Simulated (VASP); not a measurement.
A run of VASP 6.6.1 is set up as follows.

The input INCAR:

```
SYSTEM = K2SiB2
ALGO     = Normal         ! electronic algorithm
EDIFF    = 1E-6           ! SCF threshold, eV
EDIFFG   = -0.04          ! ionic threshold
ENCUT    = 600            ! plane-wave cutoff, eV
GGA      = PE             ! functional
IBRION   = 2              ! ionic algorithm
ISIF     = 3              ! what is computed and relaxed
ISMEAR   = 0              ! smearing method
LASPH    = .True.         ! aspherical terms in the spheres
LCHARG   = .False.        ! write CHGCAR
LREAL    = .False.        ! projectors in reciprocal space
LWAVE    = .False.        ! write WAVECAR
NELM     = 100            ! most SCF steps
NSW      = 90             ! ionic steps
PREC     = Accurate       ! precision mode
SIGMA    = 0.1            ! smearing width, eV
```

Contents of KPOINTS:

```
k-points
0
Gamma
  4 4 4
  0 0 0
```

File POSCAR:

```
K2SiB2
1.0
    1.9684085700     -7.2377031900      0.0000000000
    1.9684085700      7.2377031900      0.0000000000
    0.0000000000      0.0000000000      3.8162467700
K Si B
2 1 2
Direct
    0.3634366800      0.6365633200      0.5000000000
    0.6365633200      0.3634366800      0.5000000000
    0.0000000000      0.0000000000      0.0000000000
    0.2010860400      0.7989139600      0.0000000000
    0.7989139600      0.2010860400      0.0000000000
```

Potentials or basis: VASP PAW PBE potentials, release 64 (K_sv, Si, B).

Command:

```bash
$ cat potpaw_PBE.64/K_sv/POTCAR potpaw_PBE.64/Si/POTCAR potpaw_PBE.64/B/POTCAR > POTCAR
$ mpirun -np 1 vasp_std > vasp.out
```

Q: Predict the band gap on the k mesh.

A: Zero (bands 14 and 15 overlap by 0.37 eV).

Q: What does it give for the relaxed volume?

A: 20.40 Å³/atom.

Q: Estimate the space group after relaxing (to 0.1 Å).

A: Cmmm (No. 65).

Q: Estimate the relaxed cell.

A: a = 6.438 Å, b = 6.438 Å, c = 5.243 Å, α = 90.00°, β = 90.00°, γ = 152.01°.

Forces on the atoms (eV/Å):
```
K    0.000  0.014  0.000
K    0.000 -0.014  0.000
Si   0.000  0.000  0.000
B    0.000 -0.008  0.000
B    0.000  0.008  0.000
```

Caveat: the k points lie up to 0.52 Å⁻¹ apart in the final cell; a cell axis changed by over 15 % at a fixed basis, so the end point is rough.
